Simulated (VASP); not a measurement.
# Rb (Pm-3m) in VASP: a series of runs, part 2 of 2

VASP 6.6.1.

## Step 3: Density of states, PBE

This run uses another cell than the first one, of 98.53 Å³/atom, 1.667 times its volume.

The input, POSCAR:

```
Rb
1.0
    4.6186908080      0.0000000000      0.0000000000
    0.0000000000      4.6186908080      0.0000000000
    0.0000000000      0.0000000000      4.6186908080
Rb
1
Direct
    0.0000000000      0.0000000000      0.0000000000
```

The input, INCAR.step1:

```
PREC = Accurate
ENCUT = 520
EDIFF = 1E-7
ISMEAR = -1
SIGMA = 0.08
LREAL = False
LASPH = True
NELM = 60
ALGO = Normal
ISIF = 2
LWAVE = False
LCHARG = True
GGA = PE
NBANDS = 10
```

The input, KPOINTS.step1:

```
Automatic mesh
0
Gamma
  9 9 9
```

The input, INCAR.step2:

```
PREC = Accurate
ENCUT = 520
EDIFF = 1E-7
ISMEAR = -5
SIGMA = 0.08
LREAL = False
LASPH = True
NELM = 60
ALGO = Normal
ISIF = 2
LWAVE = False
LCHARG = False
GGA = PE
LORBIT = 11
NBANDS = 10
NEDOS = 1001
ICHARG = 11
```

The input, KPOINTS.step2:

```
Automatic mesh
0
Gamma
  14 14 14
```

Potentials or basis: VASP PAW PBE potentials, release 64 (Rb_sv).

The run is started by

```console
$ cat potpaw_PBE.64/Rb_sv/POTCAR > POTCAR
$ cp INCAR.step1 INCAR
$ cp KPOINTS.step1 KPOINTS
$ mpirun -np 1 vasp_std > vasp.out
$ cp INCAR.step2 INCAR
$ cp KPOINTS.step2 KPOINTS
$ mpirun -np 1 vasp_std > vasp.out
```

OUTCAR:

```text
PREC = Accurate
   ENCUT = 520
   EDIFF = 1E-7
   ISMEAR = -5
   LREAL = False
   LASPH = True
   NELM = 60
   ISIF = 2
   GGA = PE
   LORBIT = 11
   ICHARG = 11

 ion  position               nearest neighbor table
   1  0.000  0.000  0.000-

  LATTYP: Found a simple cubic cell.
 ALAT       =     4.6186908080

  Lattice vectors:

 A1 = (   4.6186908080,   0.0000000000,   0.0000000000)
 A2 = (   0.0000000000,   4.6186908080,   0.0000000000)
 A3 = (   0.0000000000,   0.0000000000,   4.6186908080)

Analysis of symmetry for initial positions (statically):
=====================================================================
 Subroutine PRICEL returns:
 Original cell was already a primitive cell.

 Routine SETGRP: Setting up the symmetry group for a
 simple cubic supercell.

 Subroutine GETGRP returns: Found 48 space group operations
 (whereof 48 operations were pure point group operations)
 out of a pool of 48 trial point group operations.

The static configuration has the point symmetry O_h .

Analysis of symmetry for dynamics (positions and initial velocities):
=====================================================================
 Subroutine PRICEL returns:
 Original cell was already a primitive cell.

 Routine SETGRP: Setting up the symmetry group for a
 simple cubic supercell.

 Subroutine GETGRP returns: Found 48 space group operations
 (whereof 48 operations were pure point group operations)
 out of a pool of 48 trial point group operations.

The dynamic configuration has the point symmetry O_h .

 Subroutine INISYM returns: Found 48 space group operations
 (whereof 48 operations are pure point group operations),
 and found     1 'primitive' translations

----------------------------------------------------------------------------------------

                                     Primitive cell

  volume of cell :      98.5273

[... 110 lines left out ...]
  Fermi-wavevector in a.u.,A,eV,Ry     =   0.737287  1.393271  7.396027  0.543593
  Thomas-Fermi vector in A             =   1.830932
   LORBIT       =     11    0 simple, 1 ext, 2 COOP (PROOUT), +10 PAW based schemes
   GGA     = PE    functional components
   LHFCALC =     F    Hartree Fock is set to
   AEXX    =    0.0000 exact exchange contribution
   IVDW    =     0    specifies the selected vdW correction
   LEPSILON=     F    determine dielectric tensor
   LRPA    =     F    only Hartree local field effects (RPA)
 non-spin polarized calculation
 Fermi weights with tetrahedron method with Bloechl corrections
  energy-cutoff  :      520.00
  volume of cell :       98.53
 maximum number of plane-waves:      2680
 NGX is ok and might be reduce to    36

 number of electron       9.0000000 magnetization

 Free energy of the ion-electron system (eV)
  ---------------------------------------------------
  ext. energy  EPLUGINS =         0.00000000
  ---------------------------------------------------
  free energy    TOTEN  =        -0.84158790 eV

  energy without entropy =       -0.84158790  energy(sigma->0) =       -0.84158790

 E-fermi :  -0.1338     XC(G=0):  -5.2657

 val. band max:       -0.0966149566   @ k =   0.5000   0.1429   0.0000
 cond. band min:      -0.0919720337   @ k =   0.2857   0.2857   0.2857
 fundamental gap:      0.0046429230
 Fermi energy:        -0.1338151335

 k-point     1 :       0.0000    0.0000    0.0000
  band No.  band energies     occupation
      1     -29.2188      2.00000
      2     -13.2508      2.00000
      3     -13.2508      2.00000
      4     -13.2508      2.00000
      5      -2.0086      2.00000
      6       2.1912      0.00000
      7       2.1912      0.00000
      8       5.5449      0.00000
      9       5.5457      0.00000
     10       5.5608      0.00000
[... 287 lines left out ...]
 k-point    24 :       0.3571    0.2143    0.0000
  band No.  band energies     occupation
      1     -29.2136      2.00000
      2     -13.3419      2.00000
      3     -13.2876      2.00000
      4     -13.2387      2.00000
      5      -0.6102      2.06132
      6       1.2098      0.00000
      7       2.4462      0.00000
      8       3.3373      0.00000
      9       4.2365      0.00000
     10       5.0269      0.00000

 [... further k-points ...]
[... 5 lines left out ...]
  --------------------------------------------------------------------------------------
  -------------------------------------------------------------------------------------
  Total        0.0085920      0.0085920      0.0085920      0.0000000      0.0000000     -0.0000000
  in kB        0.1397170      0.1397170      0.1397170      0.0000000      0.0000000     -0.0000000
  external PRESSURE =       0.1397170 kB  Pullay stress =       0.0000000 kB

 VOLUME and BASIS-vectors are now :
 -----------------------------------------------------------------------------
  energy-cutoff  :      520.00
  volume of cell :       98.53
      direct lattice vectors                 reciprocal lattice vectors
     4.618690808  0.000000000  0.000000000     0.216511570  0.000000000  0.000000000
     0.000000000  4.618690808  0.000000000     0.000000000  0.216511570  0.000000000
     0.000000000  0.000000000  4.618690808     0.000000000  0.000000000  0.216511570

 POSITION                                       TOTAL-FORCE (eV/Angst)
 -----------------------------------------------------------------------------------
      0.00000      0.00000      0.00000         0.000000      0.000000      0.000000
 -----------------------------------------------------------------------------------
    total drift:                                0.000000     -0.000000     -0.000000

  FREE ENERGIE OF THE ION-ELECTRON SYSTEM (eV)
  ---------------------------------------------------
  free  energy   TOTEN  =        -0.8415879032 eV

  energy  without entropy=       -0.8415879032  energy(sigma->0) =       -0.84158790

 total charge

# of ion       s       p       d       tot
------------------------------------------
    1        1.967   5.318   0.005   7.289
```

Run time: 66 s. Hardware: 1 thread of Intel Xeon Platinum 8259CL at 2.50GHz (Skylake/Cascade Lake), shared host; peak memory 0.26 GiB.

What came out:

* Valence electrons inside the program's atomic spheres: Rb 7.29

Caveat: tetrahedron occupations give inexact forces and stress in metals.

## Step 4: Density of states, PBE

This run uses another cell than the first one, of 98.53 Å³/atom, 1.667 times its volume.

POSCAR is that of step 3.

The input, INCAR.step1:

```
SYSTEM = Rb
PREC = Accurate
ENCUT = 520
EDIFF = 1E-6
ISMEAR = -1
SIGMA = 0.08
LREAL = .False.
LASPH = .True.
NELM = 80
ALGO = Normal
ISIF = 2
LWAVE = .False.
LCHARG = .True.
GGA = PE
NBANDS = 10
```

The input, KPOINTS.step1:

```
Automatic mesh
0
Gamma
  9 9 9
  0 0 0
```

The input, INCAR.step2:

```
SYSTEM = Rb
PREC = Accurate
ENCUT = 520
EDIFF = 1E-6
ISMEAR = -5
SIGMA = 0.08
LREAL = .False.
LASPH = .True.
NELM = 80
ALGO = Normal
ISIF = 2
LWAVE = .False.
LCHARG = .False.
GGA = PE
LORBIT = 10
NEDOS = 2001
ICHARG = 11
```

The input, KPOINTS.step2:

```
Automatic mesh
0
Gamma
  14 14 14
  0 0 0
```

Potentials or basis: VASP PAW PBE potentials, release 64 (Rb_sv).

The run is started by

```console
$ cat potpaw_PBE.64/Rb_sv/POTCAR > POTCAR
$ cp INCAR.step1 INCAR
$ cp KPOINTS.step1 KPOINTS
$ mpirun -np 1 vasp_std > vasp.out
$ cp INCAR.step2 INCAR
$ cp KPOINTS.step2 KPOINTS
$ mpirun -np 1 vasp_std > vasp.out
```

OUTCAR:

```text
SYSTEM = Rb
   PREC = Accurate
   ENCUT = 520
   EDIFF = 1E-6
   ISMEAR = -5
   LREAL = .False.
   LASPH = .True.
   NELM = 80
   ISIF = 2
   GGA = PE
   LORBIT = 10
   ICHARG = 11

 ion  position               nearest neighbor table
   1  0.000  0.000  0.000-

  LATTYP: Found a simple cubic cell.
 ALAT       =     4.6186908080

  Lattice vectors:

 A1 = (   4.6186908080,   0.0000000000,   0.0000000000)
 A2 = (   0.0000000000,   4.6186908080,   0.0000000000)
 A3 = (   0.0000000000,   0.0000000000,   4.6186908080)

Analysis of symmetry for initial positions (statically):
=====================================================================
 Subroutine PRICEL returns:
 Original cell was already a primitive cell.

 Routine SETGRP: Setting up the symmetry group for a
 simple cubic supercell.

 Subroutine GETGRP returns: Found 48 space group operations
 (whereof 48 operations were pure point group operations)
 out of a pool of 48 trial point group operations.

The static configuration has the point symmetry O_h .

[... 159 lines left out ...]

 E-fermi :  -0.1338     XC(G=0):  -5.2657

 val. band max:       -0.0966226449   @ k =   0.5000   0.1429   0.0000
 cond. band min:      -0.0919820227   @ k =   0.2857   0.2857   0.2857
 fundamental gap:      0.0046406222
 Fermi energy:        -0.1338244634

 k-point     1 :       0.0000    0.0000    0.0000
  band No.  band energies     occupation
      1     -29.2188      2.00000
      2     -13.2508      2.00000
      3     -13.2508      2.00000
      4     -13.2508      2.00000
      5      -2.0086      2.00000
      6       2.1912      0.00000
      7       2.1912      0.00000
      8       5.5456      0.00000
[... 243 lines left out ...]
 k-point    24 :       0.3571    0.2143    0.0000
  band No.  band energies     occupation
      1     -29.2136      2.00000
      2     -13.3419      2.00000
      3     -13.2876      2.00000
      4     -13.2387      2.00000
      5      -0.6102      2.06132
      6       1.2098      0.00000
      7       2.4462      0.00000
      8       3.3373      0.00000

 [... further k-points ...]
[... 5 lines left out ...]
  --------------------------------------------------------------------------------------
  -------------------------------------------------------------------------------------
  Total        0.0087563      0.0087563      0.0087563      0.0000000      0.0000000     -0.0000000
  in kB        0.1423885      0.1423885      0.1423885      0.0000000      0.0000000     -0.0000000
  external PRESSURE =       0.1423885 kB  Pullay stress =       0.0000000 kB

 VOLUME and BASIS-vectors are now :
 -----------------------------------------------------------------------------
  energy-cutoff  :      520.00
  volume of cell :       98.53
      direct lattice vectors                 reciprocal lattice vectors
     4.618690808  0.000000000  0.000000000     0.216511570  0.000000000  0.000000000
     0.000000000  4.618690808  0.000000000     0.000000000  0.216511570  0.000000000
     0.000000000  0.000000000  4.618690808     0.000000000  0.000000000  0.216511570

 POSITION                                       TOTAL-FORCE (eV/Angst)
 -----------------------------------------------------------------------------------
      0.00000      0.00000      0.00000         0.000000      0.000000      0.000000
 -----------------------------------------------------------------------------------
    total drift:                               -0.000000      0.000000      0.000000

  FREE ENERGIE OF THE ION-ELECTRON SYSTEM (eV)
  ---------------------------------------------------
  free  energy   TOTEN  =        -0.8415878860 eV

  energy  without entropy=       -0.8415878860  energy(sigma->0) =       -0.84158789

 total charge

# of ion       s       p       d       tot
------------------------------------------
    1        1.967   5.318   0.005   7.289
```

OUTCAR.step1:

```text
SYSTEM = Rb
   PREC = Accurate
   ENCUT = 520
   EDIFF = 1E-6
   ISMEAR = -1
   LREAL = .False.
[... 530 lines left out ...]
 -----------------------------------------------------------------------------------
      0.00000      0.00000      0.00000         0.000000      0.000000      0.000000
 -----------------------------------------------------------------------------------
    total drift:                                0.000000      0.000000     -0.000000

  FREE ENERGIE OF THE ION-ELECTRON SYSTEM (eV)
  ---------------------------------------------------
  free  energy   TOTEN  =        -0.8498772865 eV

  energy  without entropy=       -0.8303566542  energy(sigma->0) =       -0.84011697
```

Wall time 61 s (1 thread of Intel Xeon Platinum 8259CL at 2.50GHz (Skylake/Cascade Lake), shared host); peak memory 0.25 GiB.

Results:

- Valence electrons inside the program's atomic spheres: Rb 7.29

Caveat: tetrahedron occupations give inexact forces and stress in metals.
